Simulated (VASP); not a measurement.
# CdTe in VASP: single point with PBEsol

Aim: the single point of CdTe with PBEsol.

All numbers are computed with VASP 6.6.1; they aren't measurements. Logs are shortened: lines on timing, memory, paths and dates and some standing lists are left out, and cuts for length are marked.

**1. The cell of the first run**

The cell holds a slab with vacuum, 6 atoms: a = 4.589 Å, b = 6.489 Å, c = 19.589 Å, α = 90.00°, β = 90.00°, γ = 90.00°.

**2. Single point, PBEsol**

INCAR reads:

```
SYSTEM = CdTe
PREC = Accurate ; ENCUT = 520
EDIFF = 1E-6 ; ISMEAR = 0
SIGMA = 0.05 ; LREAL = .FALSE.
LASPH = .TRUE. ; NELM = 100
ALGO = Normal ; ISIF = 2
LWAVE = .FALSE. ; LCHARG = .FALSE.
LDIPOL = .TRUE. ; IDIPOL = 3
DIPOL = 0.5 0.5 0.500 ; GGA = PS
NBANDS = 36
```

KPOINTS reads:

```
regular mesh
0
G
  6 4 1
  0 0 0
```

POSCAR reads:

```
CdTe
1.0
    4.5886583511      0.0000000000      0.0000000000
    0.0000000000      6.4893428732      0.0000000000
    0.0000000000      0.0000000000     19.5886583511
Cd Te
3 3
Direct
    0.5000000000      0.5000000000      0.3828746137
    0.0000000000      0.0000000000      0.5000000000
    0.5000000000      0.5000000000      0.6171253863
    0.0000000000      0.7500000000      0.3828746137
    0.5000000000      0.2500000000      0.5000000000
    0.0000000000      0.7500000000      0.6171253863
```

Potentials or basis: VASP PAW PBE potentials, release 64 (Cd, Te).

Launch:

```
> cat potpaw_PBE.64/Cd/POTCAR potpaw_PBE.64/Te/POTCAR > POTCAR
> mpirun -np 1 vasp_std > vasp.out
```

OUTCAR:

```text
SYSTEM = CdTe
   PREC = Accurate
   ENCUT = 520
   EDIFF = 1E-6
   ISMEAR = 0
   LREAL = .FALSE.
   LASPH = .TRUE.
   NELM = 100
   ISIF = 2
   GGA = PS

 ion  position               nearest neighbor table
   1  0.500  0.500  0.383-   4 2.81   4 2.81   5 2.81
   2  0.000  0.000  0.500-   5 2.81   5 2.81   6 2.81   4 2.81
   3  0.500  0.500  0.617-   6 2.81   6 2.81   5 2.81
   4  0.000  0.750  0.383-   1 2.81   1 2.81   2 2.81
   5  0.500  0.250  0.500-   2 2.81   2 2.81   3 2.81   1 2.81
   6  0.000  0.750  0.617-   3 2.81   3 2.81   2 2.81

  LATTYP: Found a simple orthorhombic cell.
 ALAT       =     4.5886583511
 B/A-ratio  =     1.4142135624
 C/A-ratio  =     4.2689293585

  Lattice vectors:

 A1 = (   4.5886583511,   0.0000000000,   0.0000000000)
 A2 = (   0.0000000000,   6.4893428732,   0.0000000000)
 A3 = (   0.0000000000,   0.0000000000,  19.5886583511)

Analysis of symmetry for initial positions (statically):
=====================================================================
 Subroutine PRICEL returns:
 Original cell was already a primitive cell.

 Routine SETGRP: Setting up the symmetry group for a
 simple orthorhombic supercell.

 Subroutine GETGRP returns: Found  4 space group operations
 (whereof  4 operations were pure point group operations)
 out of a pool of  8 trial point group operations.

The static configuration has the point symmetry C_2v.

Analysis of symmetry for dynamics (positions and initial velocities):
=====================================================================
 Subroutine PRICEL returns:
 Original cell was already a primitive cell.

 Routine SETGRP: Setting up the symmetry group for a
 simple orthorhombic supercell.

 Subroutine GETGRP returns: Found  4 space group operations
 (whereof  4 operations were pure point group operations)
 out of a pool of  8 trial point group operations.

The dynamic configuration has the point symmetry C_2v.

 Subroutine INISYM returns: Found  4 space group operations
 (whereof  4 operations are pure point group operations),
 and found     1 'primitive' translations

----------------------------------------------------------------------------------------

                                     Primitive cell

  volume of cell :     583.2989

  direct lattice vectors                    reciprocal lattice vectors
     4.588658351  0.000000000  0.000000000     0.217928624  0.000000000  0.000000000
     0.000000000  6.489342873  0.000000000     0.000000000  0.154098808  0.000000000
     0.000000000  0.000000000 19.588658351     0.000000000  0.000000000  0.051049948

  length of vectors
     4.588658351  6.489342873 19.588658351     0.217928624  0.154098808  0.051049948

  position of ions in fractional coordinates (direct lattice)
     0.500000000  0.500000000  0.382874614
     0.000000000  0.000000000  0.500000000
     0.500000000  0.500000000  0.617125386
     0.000000000  0.750000000  0.382874614
     0.500000000  0.250000000  0.500000000
     0.000000000  0.750000000  0.617125386

  ion indices of the primitive-cell ions
   primitive index   ion index
                 1           1
                 2           2
                 3           3
                 4           4
                 5           5
                 6           6

----------------------------------------------------------------------------------------

 KPOINTS: regular mesh

Automatic generation of k-mesh.
 Grid dimensions read from file:
 generate k-points for:    6    4    1

 Generating k-lattice:

  Cartesian coordinates                     Fractional coordinates (reciprocal lattice)
     0.036321437  0.000000000  0.000000000     0.166666667  0.000000000  0.000000000
     0.000000000  0.038524702  0.000000000     0.000000000  0.250000000  0.000000000
     0.000000000  0.000000000  0.051049948     0.000000000  0.000000000  1.000000000

  Length of vectors
     0.036321437  0.038524702  0.051049948

  Shift w.r.t. Gamma in fractional coordinates (k-lattice)
     0.000000000  0.000000000  0.000000000

 Subroutine IBZKPT returns following result:
 ===========================================

 Found     12 irreducible k-points:

 Following reciprocal coordinates:
            Coordinates               Weight
  0.000000  0.000000  0.000000      1.000000
  0.166667  0.000000  0.000000      2.000000
  0.333333  0.000000  0.000000      2.000000
  0.500000  0.000000  0.000000      1.000000
  0.000000  0.250000  0.000000      2.000000
  0.166667  0.250000  0.000000      4.000000
  0.333333  0.250000  0.000000      4.000000
  0.500000  0.250000  0.000000      2.000000
  0.000000  0.500000  0.000000      1.000000
  0.166667  0.500000  0.000000      2.000000
  0.333333  0.500000  0.000000      2.000000
  0.500000  0.500000  0.000000      1.000000
   k-points           NKPTS =     12   k-points in BZ     NKDIM =     12   number of bands    NBANDS=     36
   number of dos      NEDOS =    301   number of ions     NIONS =      6
   total plane-waves  NPLWV = 259200
   dimension x,y,z NGX =    36 NGY =   48 NGZ =  150
   dimension x,y,z NGXF=    72 NGYF=   96 NGZF=  300
   ions per type =               3   3
   NGX,Y,Z   is equivalent  to a cutoff of  13.04, 12.30, 12.73 a.u.
   NGXF,Y,Z  is equivalent  to a cutoff of  26.09, 24.59, 25.46 a.u.
 SYSTEM =  CdTe
   PREC   = accura    normal or accurate (medium, high low for compatibility)
   ISTART =      0    job   : 0-new  1-cont  2-samecut
   ICHARG =      2    charge: 1-file 2-atom 10-const
   ISPIN  =      1    spin polarized calculation?
   LNONCOLLINEAR =      F non collinear calculations
   LSORBIT =      F    spin-orbit coupling
   LASPH  =      T    aspherical Exc in radial PAW
   ENCUT  =  520.0 eV  38.22 Ry    6.18 a.u.   8.53 12.07 36.42*2*pi/ulx,y,z
   NELM   =    100;   NELMIN=  2; NELMDL= -5     # of ELM steps
   EDIFF  = 0.1E-05   stopping-criterion for ELM
   LREAL  =      F    real-space projection
   EDIFFG = 0.1E-04   stopping-criterion for IOM
   NSW    =      0    number of steps for IOM
   IBRION =     -1    ionic relax: 0-MD 1-quasi-New 2-CG
   NFREE  =      0    steps in history (QN), initial steepest desc. (CG)
   ISIF   =      2    stress and relaxation
   ISYM   =      2    0-nonsym 1-usesym 2-fastsym
   POTIM  = 0.5000    time-step for ionic-motion
   TEBEG  =    0.0;   TEEND  =   0.0 temperature during run
   PSTRESS=    0.0 pullay stress
   NELECT =      54.0000    total number of electrons
   NUPDOWN=      -1.0000    fix difference up-down
   EMIN   =  10.00;   EMAX   =-10.00  energy-range for DOS
   EFERMI =   0.00;   METHOD = LEGACY
   ISMEAR =     0;   SIGMA  =   0.05  broadening in eV -4-tet -1-fermi 0-gaus
   EFERMI_NEDOS =   21; number of points for ismear=-14 and -15
   IALGO  =     38    algorithm
   IMIX   =      4    mixing-type and parameters
     AMIX     =   0.40;   BMIX     =  1.00
     AMIX_MAG =   1.60;   BMIX_MAG =  1.00
  volume/ion in A,a.u.               =      97.22       656.05
  Fermi-wavevector in a.u.,A,eV,Ry     =   0.740586  1.399505  7.462362  0.548468
  Thomas-Fermi vector in A             =   1.835024
   LORBIT       =      0    0 simple, 1 ext, 2 COOP (PROOUT), +10 PAW based schemes
   GGA     = PS    functional components
   LHFCALC =     F    Hartree Fock is set to
   AEXX    =    0.0000 exact exchange contribution
   IVDW    =     0    specifies the selected vdW correction
   LEPSILON=     F    determine dielectric tensor
   LRPA    =     F    only Hartree local field effects (RPA)
 non-spin polarized calculation
 Gauss-broadening in eV      SIGMA  =   0.05
  energy-cutoff  :      520.00
  volume of cell :      583.30
 maximum number of plane-waves:     15756
 NGX is ok and might be reduce to    36
   NGX = 17   NGY = 25   NGZ = 73

 number of electron      53.9999986 magnetization

 dipolmoment           0.000000      0.000000     -0.000000 electrons x Angstroem

 Free energy of the ion-electron system (eV)
  ---------------------------------------------------
  ext. energy  EPLUGINS =         0.00000000
  ---------------------------------------------------
  free energy    TOTEN  =       -14.50868647 eV

  energy without entropy =      -14.50868647  energy(sigma->0) =      -14.50868647

 E-fermi :  -2.2332     XC(G=0):  -3.7191

 val. band max:       -2.5034144142   @ k =   0.0000   0.0000   0.0000
 cond. band min:      -1.7201715209   @ k =   0.0000   0.0000   0.0000
 fundamental gap:      0.7832428933
 Fermi energy:        -2.2331679750

 k-point     1 :       0.0000    0.0000    0.0000
  band No.  band energies     occupation
      1     -13.4866      2.00000
      2     -12.7504      2.00000
      3     -12.7245      2.00000
      4     -10.7357      2.00000
      5     -10.7188      2.00000
      6     -10.7160      2.00000
[... 28 lines left out ...]
     35       2.5465      0.00000
     36       2.5489      0.00000

 k-point     2 :       0.1667    0.0000    0.0000
  band No.  band energies     occupation
      1     -13.4418      2.00000
      2     -12.7304      2.00000
      3     -12.6947      2.00000
      4     -10.7222      2.00000
      5     -10.7160      2.00000
      6     -10.6936      2.00000
[... 28 lines left out ...]
     35       2.5943      0.00000
     36       2.7037      0.00000

 k-point     3 :       0.3333    0.0000    0.0000
  band No.  band energies     occupation
      1     -13.3512      2.00000
      2     -12.6908      2.00000
      3     -12.6373      2.00000
      4     -10.7173      2.00000
      5     -10.6932      2.00000
      6     -10.6579      2.00000
[... 28 lines left out ...]
     35       2.6280      0.00000
     36       3.3655      0.00000
[... 274 lines left out ...]
 k-point    11 :       0.3333    0.5000    0.0000
  band No.  band energies     occupation
      1     -13.3369      2.00000
      2     -12.6989      2.00000
      3     -12.6377      2.00000
      4     -10.7252      2.00000
      5     -10.7028      2.00000
      6     -10.6551      2.00000
[... 28 lines left out ...]
     35       2.9841      0.00000
     36       3.2158      0.00000

 k-point    12 :       0.5000    0.5000    0.0000
  band No.  band energies     occupation
      1     -13.3048      2.00000
      2     -12.6710      2.00000
      3     -12.6116      2.00000
      4     -10.7242      2.00000
      5     -10.6963      2.00000
      6     -10.6364      2.00000
[... 28 lines left out ...]
     35       2.8976      0.00000
     36       3.3398      0.00000

------------------------ aborting loop because EDIFF is reached ----------------------------------------

 vacuum level on the upper side and lower side of the slab       (xc-potential included)        -0.106        -0.106

  FORCE on cell =-STRESS in cart. coord.  units (eV):
  Direction    XX          YY          ZZ          XY          YZ          ZX
  --------------------------------------------------------------------------------------
  -------------------------------------------------------------------------------------
  Total       -2.1250252     -2.1094186      0.6188103      0.0000000      0.0000000      0.0000000
  in kB       -5.8369172     -5.7940496      1.6997184      0.0000000      0.0000000      0.0000000
  external PRESSURE =      -3.3104161 kB  Pullay stress =       0.0000000 kB

 VOLUME and BASIS-vectors are now :
 -----------------------------------------------------------------------------
  energy-cutoff  :      520.00
  volume of cell :      583.30
      direct lattice vectors                 reciprocal lattice vectors
     4.588658351  0.000000000  0.000000000     0.217928624  0.000000000  0.000000000
     0.000000000  6.489342873  0.000000000     0.000000000  0.154098808  0.000000000
     0.000000000  0.000000000 19.588658351     0.000000000  0.000000000  0.051049948

 POSITION                                       TOTAL-FORCE (eV/Angst)
 -----------------------------------------------------------------------------------
      2.29433      3.24467      7.50000         0.000000      0.840750      0.653884
      0.00000      0.00000      9.79433         0.000000     -0.340522      0.000000
      2.29433      3.24467     12.08866         0.000000      0.840750     -0.653884
      0.00000      4.86701      7.50000        -0.000000     -0.401200     -0.790505
      2.29433      1.62234      9.79433         0.000000     -0.538578      0.000000
      0.00000      4.86701     12.08866        -0.000000     -0.401200      0.790505
 -----------------------------------------------------------------------------------
    total drift:                                0.000000     -0.000107      0.000000

  FREE ENERGIE OF THE ION-ELECTRON SYSTEM (eV)
  ---------------------------------------------------
  free  energy   TOTEN  =       -14.5086864713 eV

  energy  without entropy=      -14.5086864713  energy(sigma->0) =      -14.50868647

 vacuum level on the upper side and lower side of the slab         2.425         2.425
```

Run time: 7.3 min. Hardware: 1 thread of Intel Xeon Platinum 8259CL at 2.50GHz (Skylake/Cascade Lake), shared host; peak memory 0.66 GiB.

Results:

- Free energy: -14.5087 eV
- Largest force: 1.065 eV/Å
- Band gap on the k mesh: 0.78 eV

Forces on the atoms (eV/Å):
```
Cd   0.000  0.841  0.654
Cd   0.000 -0.341  0.000
Cd   0.000  0.841 -0.654
Te   0.000 -0.401 -0.791
Te   0.000 -0.539  0.000
Te   0.000 -0.401  0.791
```

Caveat: semilocal functionals underestimate gaps, and a narrow one can read as zero; the PAW data sets were made with another functional, which shifts forces and pressure a little; spin-orbit coupling is left out, which moves the levels of the heavy elements.
